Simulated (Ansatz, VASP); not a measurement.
## GaP: VASP beside Ansatz

Contents of INCAR:

```
PREC = Accurate
ENCUT = 500
EDIFF = 1E-6
ISMEAR = 0
SIGMA = 0.05
LREAL = F
LASPH = T
NELM = 120
ALGO = Normal
ISIF = 2
LWAVE = F
LCHARG = T
GGA = PS
LELF = T
LVHAR = T
NBANDS = 16
GGA_COMPAT = F
```

KPOINTS

```
regular mesh
0
Gamma
  6 6 6
```

File POSCAR:

```
GaP
1.0
    0.0000000000      2.7254102088      2.7254102088
    2.7254102088      0.0000000000      2.7254102088
    2.7254102088      2.7254102088      0.0000000000
Ga P
1 1
Direct
    0.0000000000      0.0000000000      0.0000000000
    0.2500000000      0.2500000000      0.2500000000
```

Input for Ansatz:

```yaml
crystal:
  lattice:
    - [0.0, 2.7254102088, 2.7254102088]
    - [2.7254102088, 0.0, 2.7254102088]
    - [2.7254102088, 2.7254102088, 0.0]
  atoms:
    - { symbol: Ga, position: [0.0, 0.0, 0.0] }
    - { symbol: P, position: [0.25, 0.25, 0.25] }
kpoints:
  mp_grid: { grid: [6, 6, 6] }
hamiltonian:
  xc: pbesol
scf:
  occupations: { method: gaussian, width: 0.05 }
  n_extra_bands: 4
output:
  forces: true
  stress: true
  eigenvalues: true
```

Alike in both runs: task single point; functional PBEsol; k mesh 6 × 6 × 6; occupations gaussian, width 0.05 eV; no spin polarisation.

|  | VASP | Ansatz |
| --- | --- | --- |
| version | VASP 6.6.1 | Ansatz 0.2.0 |
| potentials or method | VASP PAW PBE potentials, release 64 (Ga_d, P) | plane waves |
| plane-wave cutoff (eV) | 500 | 420 |
| valence electrons in the cell | 18 | 18 |

```tsv
	VASP	Ansatz	Ansatz less VASP
gap on the k mesh at the Fermi level (eV)	1.51	1.51	-0.002
pressure (GPa)	-0.6	-0.5	+0.09
```

VASP's potentials were made for PBE, not for PBEsol. With one functional, cell and mesh, what is left measures potentials, basis and numerics.
